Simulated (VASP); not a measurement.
# C (Fd-3m) in VASP: a series of runs

C is run at these levels: PBE; tasks: single point.

Everything below comes from runs of VASP 6.6.1. Logs are shortened: lines on timing, memory, paths and dates and some standing lists are left out, and cuts for length are marked.

## (1) The cell of the first run

Symmetry: Fd-3m, No. 227, cubic system. Conventional cell: a = 3.567 Å, b = 3.567 Å, c = 3.567 Å, α = 90.00°, β = 90.00°, γ = 90.00°. Within 2.1 Å of C (site symmetry -43m) lie 4 C at 1.54 Å.

## (2) Single point, PBE

The input, INCAR:

```
  PREC = Accurate
  ENCUT = 600
  EDIFF = 1E-6
  ISMEAR = -1
  SIGMA = 0.1
  LREAL = False
  LASPH = True
  NELM = 120
  ALGO = Normal
  ISIF = 2
  LWAVE = False
  LCHARG = True
  GGA = PE
  LELF = True
  LVHAR = True
  NBANDS = 11
  GGA_COMPAT = False
```

The input, KPOINTS:

```
regular mesh
0
Gamma
  14 14 14
```

The input, POSCAR:

```
C
1.0
    0.0000000000      1.7833900000      1.7833900000
    1.7833900000      0.0000000000      1.7833900000
    1.7833900000      1.7833900000      0.0000000000
C
2
Direct
    0.5000000000      0.5000000000      0.5000000000
    0.7500000000      0.7500000000      0.7500000000
```

Potentials or basis: VASP PAW PBE potentials, release 64 (C).

The run is started by

```console
> cat potpaw_PBE.64/C/POTCAR > POTCAR
> mpirun -np 1 vasp_std > vasp.out
```

OUTCAR:

```text
PREC = Accurate
   ENCUT = 600
   EDIFF = 1E-6
   ISMEAR = -1
   LREAL = False
   LASPH = True
   NELM = 120
   ISIF = 2
   GGA = PE

 ion  position               nearest neighbor table
   1  0.500  0.500  0.500-   2 1.54   2 1.54   2 1.54   2 1.54
   2  0.750  0.750  0.750-   1 1.54   1 1.54   1 1.54   1 1.54

  LATTYP: Found a face centered cubic cell.
 ALAT       =     3.5667800000

  Lattice vectors:

 A1 = (   0.0000000000,   1.7833900000,   1.7833900000)
 A2 = (   1.7833900000,   0.0000000000,   1.7833900000)
 A3 = (   1.7833900000,   1.7833900000,   0.0000000000)

Analysis of symmetry for initial positions (statically):
=====================================================================
 Subroutine PRICEL returns:
 Original cell was already a primitive cell.

 Routine SETGRP: Setting up the symmetry group for a
 face centered cubic supercell.

 Subroutine GETGRP returns: Found 48 space group operations
 (whereof 24 operations were pure point group operations)
 out of a pool of 48 trial point group operations.

The static configuration has the point symmetry T_d .
 The point group associated with its full space group is O_h .

Analysis of symmetry for dynamics (positions and initial velocities):
=====================================================================
 Subroutine PRICEL returns:
 Original cell was already a primitive cell.

 Routine SETGRP: Setting up the symmetry group for a
 face centered cubic supercell.

 Subroutine GETGRP returns: Found 48 space group operations
 (whereof 24 operations were pure point group operations)
 out of a pool of 48 trial point group operations.

The dynamic configuration has the point symmetry T_d .
 The point group associated with its full space group is O_h .

 Subroutine INISYM returns: Found 48 space group operations
 (whereof 24 operations are pure point group operations),
 and found     1 'primitive' translations

----------------------------------------------------------------------------------------

                                     Primitive cell

  volume of cell :      11.3441

  direct lattice vectors                    reciprocal lattice vectors
     0.000000000  1.783390000  1.783390000    -0.280364923  0.280364923  0.280364923
     1.783390000  0.000000000  1.783390000     0.280364923 -0.280364923  0.280364923
[... 90 lines left out ...]
   NFREE  =      0    steps in history (QN), initial steepest desc. (CG)
   ISIF   =      2    stress and relaxation
   ISYM   =      2    0-nonsym 1-usesym 2-fastsym
   POTIM  = 0.5000    time-step for ionic-motion
   TEBEG  =    0.0;   TEEND  =   0.0 temperature during run
   PSTRESS=    0.0 pullay stress
   NELECT =       8.0000    total number of electrons
   NUPDOWN=      -1.0000    fix difference up-down
   EMIN   =  10.00;   EMAX   =-10.00  energy-range for DOS
   EFERMI =   0.00;   METHOD = LEGACY
   ISMEAR =    -1;   SIGMA  =   0.10  broadening in eV -4-tet -1-fermi 0-gaus
   EFERMI_NEDOS =   21; number of points for ismear=-14 and -15
   IALGO  =     38    algorithm
   IMIX   =      4    mixing-type and parameters
     AMIX     =   0.40;   BMIX     =  1.00
     AMIX_MAG =   1.60;   BMIX_MAG =  1.00
  volume/ion in A,a.u.               =       5.67        38.28
  Fermi-wavevector in a.u.,A,eV,Ry     =   1.457187  2.753683 28.890513  2.123393
  Thomas-Fermi vector in A             =   2.574017
   LORBIT       =      0    0 simple, 1 ext, 2 COOP (PROOUT), +10 PAW based schemes
   GGA     = PE    functional components
   LHFCALC =     F    Hartree Fock is set to
   AEXX    =    0.0000 exact exchange contribution
   IVDW    =     0    specifies the selected vdW correction
   LEPSILON=     F    determine dielectric tensor
   LRPA    =     F    only Hartree local field effects (RPA)
 non-spin polarized calculation
  energy-cutoff  :      600.00
  volume of cell :       11.34
 maximum number of plane-waves:       388
   NGX =  9   NGY =  9   NGZ =  9

 number of electron       7.9999999 magnetization

 Free energy of the ion-electron system (eV)
  ---------------------------------------------------
  ext. energy  EPLUGINS =         0.00000000
  ---------------------------------------------------
  free energy    TOTEN  =       -18.19007608 eV

  energy without entropy =      -18.19007608  energy(sigma->0) =      -18.19007608

 E-fermi :  11.5137     XC(G=0): -13.2506

 val. band max:        9.7280158510   @ k =   0.0000   0.0000   0.0000
 cond. band min:      13.8576923886   @ k =   0.3571   0.3571   0.0000
 fundamental gap:      4.1296765376
 Fermi energy:        11.5136669383

 k-point     1 :       0.0000    0.0000    0.0000
  band No.  band energies     occupation
      1     -11.7480      2.00000
      2       9.7280      2.00000
      3       9.7280      2.00000
      4       9.7280      2.00000
      5      15.3182      0.00000
      6      15.3182      0.00000
      7      15.3182      0.00000
      8      23.0585      0.00000
      9      29.0226      0.00000
     10      36.2638      0.00000
     11      36.2638      0.00000
[... 309 lines left out ...]
 k-point    24 :       0.2857    0.1429    0.0000
  band No.  band energies     occupation
      1      -9.6969      2.00000
      2       3.7088      2.00000
      3       6.4105      2.00000
      4       7.1324      2.00000
      5      15.6439      0.00000
      6      19.6990      0.00000
      7      19.7989      0.00000
      8      22.1172      0.00000
      9      30.1043      0.00000
     10      31.1598      0.00000
     11      36.0010      0.00000

 [... further k-points ...]

------------------------ aborting loop because EDIFF is reached ----------------------------------------

  FORCE on cell =-STRESS in cart. coord.  units (eV):
  Direction    XX          YY          ZZ          XY          YZ          ZX
  --------------------------------------------------------------------------------------
  -------------------------------------------------------------------------------------
  Total        0.1247892      0.1247892      0.1247892      0.0000000     -0.0000000      0.0000000
  in kB       17.6245673     17.6245673     17.6245673      0.0000000     -0.0000000      0.0000000
  external PRESSURE =      17.6245673 kB  Pullay stress =       0.0000000 kB

 VOLUME and BASIS-vectors are now :
 -----------------------------------------------------------------------------
  energy-cutoff  :      600.00
  volume of cell :       11.34
      direct lattice vectors                 reciprocal lattice vectors
     0.000000000  1.783390000  1.783390000    -0.280364923  0.280364923  0.280364923
     1.783390000  0.000000000  1.783390000     0.280364923 -0.280364923  0.280364923
     1.783390000  1.783390000  0.000000000     0.280364923  0.280364923 -0.280364923

 POSITION                                       TOTAL-FORCE (eV/Angst)
 -----------------------------------------------------------------------------------
      1.78339      1.78339      1.78339        -0.000000     -0.000000     -0.000000
      2.67509      2.67509      2.67509         0.000000      0.000000      0.000000
 -----------------------------------------------------------------------------------
    total drift:                                0.000000     -0.000000      0.000000

  FREE ENERGIE OF THE ION-ELECTRON SYSTEM (eV)
  ---------------------------------------------------
  free  energy   TOTEN  =       -18.1900760800 eV

  energy  without entropy=      -18.1900760799  energy(sigma->0) =      -18.19007608
```

OSZICAR:

```text
N       E                     dE             d eps       ncg     rms          rms(c)
DAV:   1     0.390474742671E+01    0.39047E+01   -0.51394E+03  2323   0.781E+02
DAV:   2    -0.183665695337E+02   -0.22271E+02   -0.21511E+02  3042   0.137E+02
DAV:   3    -0.188268693324E+02   -0.46030E+00   -0.45913E+00  2687   0.151E+01
DAV:   4    -0.188276212023E+02   -0.75187E-03   -0.75185E-03  2504   0.760E-01
DAV:   5    -0.188276220907E+02   -0.88836E-06   -0.88837E-06  2614   0.251E-02    0.553E+00
DAV:   6    -0.183492161180E+02    0.47841E+00   -0.24945E-01  2342   0.352E+00    0.330E+00
DAV:   7    -0.181882039387E+02    0.16101E+00   -0.30580E-01  2453   0.395E+00    0.749E-01
DAV:   8    -0.181900155901E+02   -0.18117E-02   -0.86831E-03  2384   0.699E-01    0.435E-02
DAV:   9    -0.181900553451E+02   -0.39755E-04   -0.61425E-05  2745   0.634E-02    0.243E-02
DAV:  10    -0.181900760131E+02   -0.20668E-04   -0.15665E-05  2447   0.349E-02    0.527E-03
DAV:  11    -0.181900760800E+02   -0.66938E-07   -0.24806E-07  2026   0.458E-03
   1 F= -.18190076E+02 E0= -.18190076E+02  d E =-.146793E-09
```

Run time: 7.3 s. Hardware: 1 thread of AMD EPYC 9R45 (Zen 5), shared host; peak memory 0.09 GiB.

Results:

| Item | Value |
| --- | --- |
| Free energy | -18.1901 eV |
| Pressure | 1.8 GPa |
| Band gap on the k mesh | 4.13 eV, indirect (least direct gap 5.59 eV) |

A k mesh can miss the band edges. PBE gaps usually lie below the measured ones, often by a third to a half.

## (3) Single point, PBE

The input, INCAR:

```
PREC = Accurate
ENCUT = 600
EDIFF = 1E-6
ISMEAR = -1
SIGMA = 0.05
LREAL = F
LASPH = T
NELM = 120
ALGO = Normal
ISIF = 2
LWAVE = F
LCHARG = F
GGA = PE
NBANDS = 11
GGA_COMPAT = F
```

KPOINTS is that of step 2.

POSCAR is that of step 2.

Potentials or basis: VASP PAW PBE potentials, release 64 (C).

The run is started by

```console
> cat potpaw_PBE.64/C/POTCAR > POTCAR
> mpirun -np 1 vasp_std > vasp.out
```

It took 7 s on 1 thread of AMD EPYC 9R45 (Zen 5), shared host; peak memory 0.09 GiB.

It converged, with:

| Item | Value |
| --- | --- |
| Free energy | -18.1901 eV |
| Pressure | 1.8 GPa |
| Band gap on the k mesh | 4.13 eV, indirect (least direct gap 5.59 eV) |

Levels at points of the mesh, in eV from the valence-band top:
```
           k point  band 1  band 2  band 3  band 4  band 5  band 6  band 7  band 8
(0.00, 0.00, 0.00)  -21.48    0.00    0.00    0.00    5.59    5.59    5.59   13.33
(0.50, 0.00, 0.00)  -15.70  -13.37   -2.80   -2.80    8.46    8.46    8.85   15.70
(0.50, 0.50, 0.00)  -12.76  -12.76   -6.30   -6.30    4.76    4.76   16.80   16.80
```
